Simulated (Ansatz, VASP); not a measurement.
**Two plane-wave programs on W**

```xyz
2
Lattice="0.0000 2.9574 2.9574 2.9574 0.0000 2.9574 2.9574 2.9574 0.0000" Properties=species:S:1:pos:R:3 pbc="T T T"
W     0.7394    0.7394    0.7394
W     5.1755    5.1755    5.1755
```

Alike in both runs: functional BLYP; k mesh 10 × 10 × 10; occupations fermi-dirac, width 0.1 eV; no spin polarisation.

Ansatz relaxed the structure, and its values are those at the end. VASP's run is a single point on that final structure, the one shown.

|  | VASP | Ansatz |
| --- | --- | --- |
| version | VASP 6.6.1 | Ansatz 0.2.0 |
| potentials or method | VASP PAW PBE potentials, release 64 (W_sv), cutoff 520 eV | plane waves (420 eV) with PAW, scalar-relativistic |
| valence electrons in the cell | 28 | 28 |

Ansatz gave:

* pressure (GPa): 0.0

Estimate VASP's values.

pressure (GPa): 0.8.

VASP's potentials were made for PBE, not for BLYP. The functional is the same, so the differences come from potentials, cutoffs and numerics.

Spin-orbit coupling is off throughout.
